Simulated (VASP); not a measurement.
Si6N:

```xyz
7
Lattice="5.8380 0.0000 0.0000 0.0000 5.8380 0.0000 0.0000 0.0000 5.8380" Properties=species:S:1:pos:R:3 pbc="T T T"
Si    0.0000    0.0000    1.7459
Si    0.0000    0.0000    4.0921
Si    1.7459    0.0000    0.0000
Si    4.0921    0.0000    0.0000
Si    0.0000    1.7459    0.0000
Si    0.0000    4.0921    0.0000
N     2.9190    2.9190    2.9190
```

The cell was generated, and may not be a known phase.

* Program: VASP 6.6.1
* Task: relaxation of cell and atoms
* Functional: PBE
* Potentials or basis: VASP PAW PBE potentials, release 64 (Si, N)
* Cutoff: 600 eV
* k mesh: 6 × 6 × 6
* Occupations: gaussian, width 0.1 eV
* Spin: collinear spin, ferromagnetic start
* Starting moments: [0.0, 0.0, 0.0, 0.0, 0.0, 0.0, 3.02] μB

At the start: pressure 2.3 GPa; volume 28.42 Å³/atom.

How do energy, volume and symmetry change on relaxing?

Over 7 steps the energy falls by 45.7 meV/atom and the volume is 32.22 Å³/atom (+13.4 %); space group Pm-3m (No. 221, to 0.1 Å) before and after; moment 2.38 μB per cell.

The path:
```tsv
step	energy change (eV)	largest force (eV/Å)	pressure (GPa)	volume (Å³)
1	0.0000	0.5365	2.34	198.97
2	-0.1949	0.4790	0.79	211.15
3	-0.2811	0.3993	-1.22	232.08
4	-0.2876	0.4594	-0.80	226.91
5	-0.2988	0.4039	0.52	225.83
6	-0.3195	0.0033	-0.10	226.30
7	-0.3198	0.0013	-0.03	225.54
```

Final structure:
```cif
data_structure
_symmetry_space_group_name_H-M 'P 1'
_symmetry_Int_Tables_number 1
_cell_length_a 6.0871
_cell_length_b 6.0871
_cell_length_c 6.0871
_cell_angle_alpha 90.000
_cell_angle_beta 90.000
_cell_angle_gamma 90.000
_cell_volume 225.54
loop_
_atom_site_label
_atom_site_type_symbol
_atom_site_fract_x
_atom_site_fract_y
_atom_site_fract_z
_atom_site_occupancy
Si1 Si 0.00000 0.00000 0.28586 1
Si2 Si 0.00000 0.00000 0.71414 1
Si3 Si 0.28586 0.00000 0.00000 1
Si4 Si 0.71414 0.00000 0.00000 1
Si5 Si 0.00000 0.28586 0.00000 1
Si6 Si 0.00000 0.71414 0.00000 1
N1 N 0.50000 0.50000 0.50000 1
```
